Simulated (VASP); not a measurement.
# InSe (R3m) in VASP: notebook

Runs on InSe. Level: PBE. Tasks: single point.

Program: VASP 6.6.1. These are calculated values, not measurements. Logs are shortened: lines on timing, memory, paths and dates and some standing lists are left out, and cuts for length are marked.

**1. The cell of the first run**

Symmetry: R3m, No. 160, trigonal system. The conventional cell has a = 3.946 Å, b = 3.946 Å, c = 24.613 Å, α = 90.00°, β = 90.00°, γ = 120.00°. In (site symmetry 3m) has 3 Se at 2.60 Å and 1 In at 2.76 Å within 3.4 Å. Within 3.4 Å of In (site symmetry 3m) lie 3 Se at 2.60 Å and 1 In at 2.76 Å. Se (site symmetry 3m) has 3 In at 2.60 Å within 3.4 Å. Se (site symmetry 3m) has 3 In at 2.60 Å within 3.4 Å.

**2. Single point, PBE (27.66 Å³/atom)**

Contents of INCAR:

```
SYSTEM = InSe
PREC = Accurate
ENCUT = 520
EDIFF = 1E-7
ISMEAR = -1
SIGMA = 0.01
LREAL = .FALSE.
LASPH = .TRUE.
NELM = 80
ALGO = Normal
ISIF = 2
LWAVE = .FALSE.
LCHARG = .FALSE.
GGA = PE
NBANDS = 27
```

Contents of KPOINTS:

```
regular mesh
0
G
  7 7 7
  0 0 0
```

Contents of POSCAR:

```
InSe
1.0
    1.9729693145      1.1390943648      8.2042687889
   -1.9729693145      1.1390943648      8.2042687889
    0.0000000000     -2.2781887297      8.2042687889
In Se
2 2
Direct
    0.0000000000      0.0000000000      0.0000000000
    0.1122000000      0.1122000000      0.1122000000
    0.6155000000      0.6155000000      0.6155000000
    0.8300000000      0.8300000000      0.8300000000
```

Potentials or basis: VASP PAW PBE potentials, release 64 (In_d, Se).

Launch:

```sh
$ cat potpaw_PBE.64/In_d/POTCAR potpaw_PBE.64/Se/POTCAR > POTCAR
$ mpirun -np 1 vasp_std > vasp.out
```

OUTCAR:

```text
SYSTEM = InSe
   PREC = Accurate
   ENCUT = 520
   EDIFF = 1E-7
   ISMEAR = -1
   LREAL = .FALSE.
   LASPH = .TRUE.
   NELM = 80
   ISIF = 2
   GGA = PE

 ion  position               nearest neighbor table
   1  0.000  0.000  0.000-   3 2.60   3 2.60   3 2.60   2 2.76
   2  0.112  0.112  0.112-   4 2.60   4 2.60   4 2.60   1 2.76
   3  0.615  0.615  0.615-   1 2.60   1 2.60   1 2.60
   4  0.830  0.830  0.830-   2 2.60   2 2.60   2 2.60

  LATTYP: Found a trigonal (rhomboedric) cell.
 ALAT       =     8.5147031803
 COS(alpha) =     0.8926179648

  Lattice vectors:

 A1 = (   1.9729693145,   1.1390943648,   8.2042687889)
 A2 = (  -1.9729693145,   1.1390943648,   8.2042687889)
 A3 = (   0.0000000000,  -2.2781887297,   8.2042687889)

Analysis of symmetry for initial positions (statically):
=====================================================================
 Subroutine PRICEL returns:
 Original cell was already a primitive cell.

 Routine SETGRP: Setting up the symmetry group for a
 trigonal (rhombohedral) supercell.

 Subroutine GETGRP returns: Found  6 space group operations
 (whereof  6 operations were pure point group operations)
 out of a pool of 12 trial point group operations.

The static configuration has the point symmetry C_3v.

Analysis of symmetry for dynamics (positions and initial velocities):
=====================================================================
 Subroutine PRICEL returns:
 Original cell was already a primitive cell.

 Routine SETGRP: Setting up the symmetry group for a
 trigonal (rhombohedral) supercell.

 Subroutine GETGRP returns: Found  6 space group operations
 (whereof  6 operations were pure point group operations)
 out of a pool of 12 trial point group operations.

The dynamic configuration has the point symmetry C_3v.

 Subroutine INISYM returns: Found  6 space group operations
 (whereof  6 operations are pure point group operations),
 and found     1 'primitive' translations

----------------------------------------------------------------------------------------

                                     Primitive cell

  volume of cell :     110.6296

[... 86 lines left out ...]
   ISPIN  =      1    spin polarized calculation?
   LNONCOLLINEAR =      F non collinear calculations
   LSORBIT =      F    spin-orbit coupling
   LASPH  =      T    aspherical Exc in radial PAW
   ENCUT  =  520.0 eV  38.22 Ry    6.18 a.u.  15.83 15.83 15.83*2*pi/ulx,y,z
   NELM   =     80;   NELMIN=  2; NELMDL= -5     # of ELM steps
   EDIFF  = 0.1E-06   stopping-criterion for ELM
   LREAL  =      F    real-space projection
   EDIFFG = 0.1E-05   stopping-criterion for IOM
   NSW    =      0    number of steps for IOM
   IBRION =     -1    ionic relax: 0-MD 1-quasi-New 2-CG
   NFREE  =      0    steps in history (QN), initial steepest desc. (CG)
   ISIF   =      2    stress and relaxation
   ISYM   =      2    0-nonsym 1-usesym 2-fastsym
   POTIM  = 0.5000    time-step for ionic-motion
   TEBEG  =    0.0;   TEEND  =   0.0 temperature during run
   PSTRESS=    0.0 pullay stress
   NELECT =      38.0000    total number of electrons
   NUPDOWN=      -1.0000    fix difference up-down
   EMIN   =  10.00;   EMAX   =-10.00  energy-range for DOS
   EFERMI =   0.00;   METHOD = LEGACY
   ISMEAR =    -1;   SIGMA  =   0.01  broadening in eV -4-tet -1-fermi 0-gaus
   EFERMI_NEDOS =   21; number of points for ismear=-14 and -15
   IALGO  =     38    algorithm
   IMIX   =      4    mixing-type and parameters
     AMIX     =   0.40;   BMIX     =  1.00
     AMIX_MAG =   1.60;   BMIX_MAG =  1.00
  volume/ion in A,a.u.               =      27.66       186.64
  Fermi-wavevector in a.u.,A,eV,Ry     =   1.146513  2.166595 17.884750  1.314492
  Thomas-Fermi vector in A             =   2.283197
   LORBIT       =      0    0 simple, 1 ext, 2 COOP (PROOUT), +10 PAW based schemes
   GGA     = PE    functional components
   LHFCALC =     F    Hartree Fock is set to
   AEXX    =    0.0000 exact exchange contribution
   IVDW    =     0    specifies the selected vdW correction
   LEPSILON=     F    determine dielectric tensor
   LRPA    =     F    only Hartree local field effects (RPA)
 non-spin polarized calculation
  energy-cutoff  :      520.00
  volume of cell :      110.63
 maximum number of plane-waves:      3021
   NGX = 31   NGY = 31   NGZ = 31

 number of electron      37.9999993 magnetization

 Free energy of the ion-electron system (eV)
  ---------------------------------------------------
  ext. energy  EPLUGINS =         0.00000000
  ---------------------------------------------------
  free energy    TOTEN  =       -14.00073416 eV

  energy without entropy =      -14.00073416  energy(sigma->0) =      -14.00073416

 E-fermi :   4.7886     XC(G=0):  -9.1707

 val. band max:        4.5463255961   @ k =   0.4286   0.4286   0.4286
 cond. band min:       5.3795319594   @ k =   0.4286   0.4286   0.4286
 fundamental gap:      0.8332063634
 Fermi energy:         4.7885927940

 k-point     1 :       0.0000    0.0000    0.0000
  band No.  band energies     occupation
      1     -10.2435      2.00000
      2     -10.0417      2.00000
      3     -10.0417      2.00000
      4      -9.9531      2.00000
      5      -9.9531      2.00000
      6      -9.9325      2.00000
[... 709 lines left out ...]
     26      11.2795      0.00000
     27      11.8982      0.00000

 [... further k-points ...]

------------------------ aborting loop because EDIFF is reached ----------------------------------------

  FORCE on cell =-STRESS in cart. coord.  units (eV):
  Direction    XX          YY          ZZ          XY          YZ          ZX
  --------------------------------------------------------------------------------------
  -------------------------------------------------------------------------------------
  Total        4.0238441      4.0238441      3.4101119      0.0000000     -0.0000000      0.0000000
  in kB       58.2747688     58.2747689     49.3864767      0.0000000     -0.0000000      0.0000000
  external PRESSURE =      55.3120048 kB  Pullay stress =       0.0000000 kB

 VOLUME and BASIS-vectors are now :
 -----------------------------------------------------------------------------
  energy-cutoff  :      520.00
  volume of cell :      110.63
      direct lattice vectors                 reciprocal lattice vectors
     1.972969315  1.139094365  8.204268789     0.253425127  0.146315066  0.040629256
    -1.972969315  1.139094365  8.204268789    -0.253425127  0.146315066  0.040629256
     0.000000000 -2.278188730  8.204268789     0.000000000 -0.292630131  0.040629256

 POSITION                                       TOTAL-FORCE (eV/Angst)
 -----------------------------------------------------------------------------------
      0.00000      0.00000      0.00000         0.000000     -0.000000      0.400300
      0.00000     -0.00000      2.76156         0.000000      0.000000     -0.393527
      0.00000     -0.00000     15.14918         0.000000      0.000000     -0.510735
      0.00000     -0.00000     20.42863         0.000000     -0.000000      0.503962
 -----------------------------------------------------------------------------------
    total drift:                               -0.000000     -0.000000      0.000874

  FREE ENERGIE OF THE ION-ELECTRON SYSTEM (eV)
  ---------------------------------------------------
  free  energy   TOTEN  =       -14.0007341632 eV

  energy  without entropy=      -14.0007341632  energy(sigma->0) =      -14.00073416
```

OSZICAR:

```text
N       E                     dE             d eps       ncg     rms          rms(c)
DAV:   1     0.344052237365E+03    0.34405E+03   -0.17438E+04  2376   0.158E+03
DAV:   2     0.265195189830E+02   -0.31753E+03   -0.30748E+03  2403   0.392E+02
DAV:   3    -0.126316163993E+02   -0.39151E+02   -0.38443E+02  2977   0.147E+02
DAV:   4    -0.143725745032E+02   -0.17410E+01   -0.17362E+01  2888   0.315E+01
DAV:   5    -0.144430595317E+02   -0.70485E-01   -0.70474E-01  3567   0.620E+00    0.711E+00
DAV:   6    -0.140213793665E+02    0.42168E+00   -0.80049E-01  3344   0.146E+01    0.436E+00
DAV:   7    -0.140004008012E+02    0.20979E-01   -0.37646E-01  3378   0.441E+00    0.120E+00
DAV:   8    -0.139994535344E+02    0.94727E-03   -0.34319E-02  3650   0.209E+00    0.619E-01
DAV:   9    -0.140005627447E+02   -0.11092E-02   -0.56906E-03  2947   0.529E-01    0.144E-01
DAV:  10    -0.140006256291E+02   -0.62884E-04   -0.33881E-04  3623   0.140E-01    0.792E-02
DAV:  11    -0.140007314557E+02   -0.10583E-03   -0.15989E-04  2878   0.102E-01    0.198E-02
DAV:  12    -0.140007296628E+02    0.17928E-05   -0.13753E-05  3626   0.367E-02    0.154E-02
DAV:  13    -0.140007330918E+02   -0.34290E-05   -0.51997E-06  2938   0.132E-02    0.877E-03
DAV:  14    -0.140007340839E+02   -0.99210E-06   -0.25562E-06  2597   0.155E-02    0.262E-03
DAV:  15    -0.140007341632E+02   -0.79280E-07   -0.16010E-07  2569   0.317E-03
   1 F= -.14000734E+02 E0= -.14000734E+02  d E =-.224215E-12
```

stdout:

```text
POSCAR found type information on POSCAR InSe
 POSCAR found :  2 types and       4 ions
 scaLAPACK will be used
 LDA part: xc-table for (Slater+PW92), standard interpolation
 POSCAR, INCAR and KPOINTS ok, starting setup
 FFT: planning ... GRIDC
 FFT: planning ... GRID_SOFT
 FFT: planning ... GRID
 WAVECAR not read
 entering main loop
```

It took 8.7 min on 1 thread of Intel Xeon Platinum 8488C (Sapphire Rapids), shared host; peak memory 0.56 GiB.

What came out:

| Property | Result |
| --- | --- |
| Free energy | -14.0007 eV |
| Pressure | 5.5 GPa |
| Largest force | 0.511 eV/Å |
| Band gap on the k mesh | 0.83 eV |

Forces on the atoms (eV/Å):
```
In   0.000  0.000  0.400
In   0.000  0.000 -0.394
Se   0.000  0.000 -0.511
Se   0.000  0.000  0.504
```

Caveat: the cell stands under pressure; spin-orbit coupling is left out, which moves the levels of the heavy elements; an odd mesh through Γ misses points on the zone boundary, where band edges can lie.

**3. Single point, PBE (28.52 Å³/atom)**

This run uses another cell than the first one, of 28.52 Å³/atom.

Contents of INCAR:

```
SYSTEM = InSe
PREC = Accurate
ENCUT = 520
EDIFF = 1E-6
ISMEAR = -1
SIGMA = 0.01
LREAL = .FALSE.
LASPH = .TRUE.
NELM = 80
ALGO = Normal
ISIF = 2
LWAVE = .FALSE.
LCHARG = .TRUE.
GGA = PE
LELF = .TRUE.
LVHAR = .TRUE.
NBANDS = 27
```

Contents of KPOINTS:

```
Automatic mesh
0
G
  7 7 7
  0 0 0
```

Contents of POSCAR:

```
InSe
1.0
    1.9933106383      1.1508384336      8.2888548424
   -1.9933106383      1.1508384336      8.2888548424
    0.0000000000     -2.3016768672      8.2888548424
In Se
2 2
Direct
    0.0000000000      0.0000000000      0.0000000000
    0.1122000000      0.1122000000      0.1122000000
    0.6155000000      0.6155000000      0.6155000000
    0.8300000000      0.8300000000      0.8300000000
```

Potentials or basis: VASP PAW PBE potentials, release 64 (In_d, Se).

Launch:

```sh
$ cat potpaw_PBE.64/In_d/POTCAR potpaw_PBE.64/Se/POTCAR > POTCAR
$ mpirun -np 1 vasp_std > vasp.out
```

Run time: 7.9 min. Hardware: 1 thread of Intel Xeon Platinum 8488C (Sapphire Rapids), shared host; peak memory 0.56 GiB.

The run converged. Its results:

```
Free energy            : -14.0987 eV
Pressure               : 3.5 GPa
Largest force          : 0.272 eV/Å
Band gap on the k mesh : 0.76 eV (least direct gap 0.76 eV)
```

Forces on the atoms (eV/Å):
```
In   0.000  0.000  0.272
In   0.000  0.000 -0.267
Se   0.000  0.000 -0.259
Se   0.000  0.000  0.255
```

Stress tensor (GPa, compression positive):
```
3.79 0.00 0.00
0.00 3.79 0.00
0.00 0.00 3.04
```

Levels at points of the mesh, in eV from the valence-band top:
| k point | band 17 | band 18 | band 19 | band 20 | band 21 | band 22 |
| --- | --- | --- | --- | --- | --- | --- |
| (0.00, 0.00, 0.00) | -1.21 | -1.07 | -1.07 | 1.94 | 2.27 | 4.52 |

Caveat: the cell stands under pressure; spin-orbit coupling is left out, which moves the levels of the heavy elements; an odd mesh through Γ misses points on the zone boundary, where band edges can lie.

**4. Single point, PBE (29.39 Å³/atom)**

This run uses another cell than the first one, of 29.39 Å³/atom.

Contents of INCAR:

```
SYSTEM = InSe
PREC = Accurate
ENCUT = 520
EDIFF = 1E-7
ISMEAR = -1
SIGMA = 0.01
LREAL = .False.
LASPH = .True.
NELM = 60
ALGO = Normal
ISIF = 2
LWAVE = .False.
LCHARG = .False.
GGA = PE
NBANDS = 27
```

Contents of KPOINTS:

```
regular mesh
0
Gamma
  7 7 7
  0 0 0
```

Contents of POSCAR:

```
InSe
1.0
    2.0132450671      1.1623475815      8.3717488899
   -2.0132450671      1.1623475815      8.3717488899
    0.0000000000     -2.3246951629      8.3717488899
In Se
2 2
Direct
    0.0000000000      0.0000000000      0.0000000000
    0.1122000000      0.1122000000      0.1122000000
    0.6155000000      0.6155000000      0.6155000000
    0.8300000000      0.8300000000      0.8300000000
```

Launch:

```sh
$ cat potpaw_PBE.64/In_d/POTCAR potpaw_PBE.64/Se/POTCAR > POTCAR
$ mpirun -np 1 vasp_std > vasp.out
```

Wall time 13 min (1 thread of Intel Xeon Platinum 8488C (Sapphire Rapids), shared host); peak memory 0.69 GiB.

Results (log left out):

```yaml
Free_energy: -14.1569 eV
Pressure: 1.8 GPa
Largest_force: 0.154 eV/Å
Band_gap_on_the_k_mesh: 0.69 eV (least direct gap 0.70 eV)
```

Forces on the atoms (eV/Å):
```
In   0.000  0.000  0.154
In   0.000  0.000 -0.152
Se   0.000  0.000 -0.035
Se   0.000  0.000  0.032
```

Stress tensor (GPa, compression positive):
```
2.06 0.00 0.00
0.00 2.06 0.00
0.00 0.00 1.42
```

Levels at points of the mesh, in eV from the valence-band top:
| k point | band 15 | band 16 | band 17 | band 18 | band 19 | band 20 | band 21 | band 22 | band 23 | band 24 |
| --- | --- | --- | --- | --- | --- | --- | --- | --- | --- | --- |
| (0.00, 0.00, 0.00) | -1.39 | -1.17 | -1.17 | -1.04 | -1.04 | 1.87 | 2.21 | 4.49 | 4.49 | 5.25 |

Caveat: spin-orbit coupling is left out, which moves the levels of the heavy elements; an odd mesh through Γ misses points on the zone boundary, where band edges can lie.

**5. Single point, PBE (30.54 Å³/atom)**

This run uses another cell than the first one, of 30.54 Å³/atom.

Contents of INCAR:

```
SYSTEM = InSe
PREC = Accurate
ENCUT = 520
EDIFF = 1E-6
ISMEAR = -1
SIGMA = 0.01
LREAL = .False.
LASPH = .True.
NELM = 80
ALGO = Normal
ISIF = 2
LWAVE = .False.
LCHARG = .True.
GGA = PE
LELF = .True.
LVHAR = .True.
NBANDS = 27
```

Contents of KPOINTS:

```
Automatic mesh
0
Gamma
  7 7 7
  0 0 0
```

Contents of POSCAR:

```
InSe
1.0
    2.0392252883      1.1773472692      8.4797833719
   -2.0392252883      1.1773472692      8.4797833719
    0.0000000000     -2.3546945383      8.4797833719
In Se
2 2
Direct
    0.0000000000      0.0000000000      0.0000000000
    0.1122000000      0.1122000000      0.1122000000
    0.6155000000      0.6155000000      0.6155000000
    0.8300000000      0.8300000000      0.8300000000
```

Launch:

```sh
$ cat potpaw_PBE.64/In_d/POTCAR potpaw_PBE.64/Se/POTCAR > POTCAR
$ mpirun -np 1 vasp_std > vasp.out
```

It took 12 min on 1 thread of Intel Xeon Platinum 8488C (Sapphire Rapids), shared host; peak memory 0.67 GiB.

It converged, with:

- Free energy: -14.1831 eV
- Pressure: 0.0 GPa
- Largest force: 0.227 eV/Å
- Band gap on the k mesh: 0.60 eV (least direct gap 0.64 eV)

Forces in eV/Å, atoms in the order of the input:
```
In   0.000  0.000  0.014
In   0.000  0.000 -0.013
Se   0.000  0.000  0.226
Se   0.000  0.000 -0.227
```

Stress tensor (GPa, compression positive):
```
 0.15  0.00  0.00
 0.00  0.15  0.00
 0.00  0.00 -0.35
```

Levels at points of the mesh, in eV from the valence-band top:
```csv
k point,band 15,band 16,band 17,band 18,band 19,band 20,band 21,band 22,band 23,band 24
"(0.00, 0.00, 0.00)",-1.31,-1.12,-1.12,-1.00,-1.00,1.77,2.14,4.44,4.44,5.19
```

Caveat: spin-orbit coupling is left out, which moves the levels of the heavy elements; an odd mesh through Γ misses points on the zone boundary, where band edges can lie.

**6. The runs side by side**

```tsv
cell	gap on the mesh (eV)	pressure (GPa)	largest force (eV/Å)
a = 8.515 Å, angles 26.8°, 4 atoms	0.83	5.5	0.51
a = 8.602 Å, angles 26.8°, 4 atoms	0.76	3.5	0.27
a = 8.689 Å, angles 26.8°, 4 atoms	0.69	1.8	0.15
a = 8.801 Å, angles 26.8°, 4 atoms	0.60	0.0	0.23
```

Alike in all rows: task single point; level PBE; potentials or basis VASP PAW PBE potentials, release 64 (In_d, Se); no spin polarisation; k mesh 7 × 7 × 7; cutoff (eV) 520; smearing fermi-dirac 0.01 eV.

Caveats: spin-orbit coupling is left out, which moves the levels of the heavy elements; an odd mesh through Γ misses points on the zone boundary, where band edges can lie; the cell stands under pressure (at least some runs).

Total energies depend on the potentials used, so only differences within one code and one set of settings carry meaning.
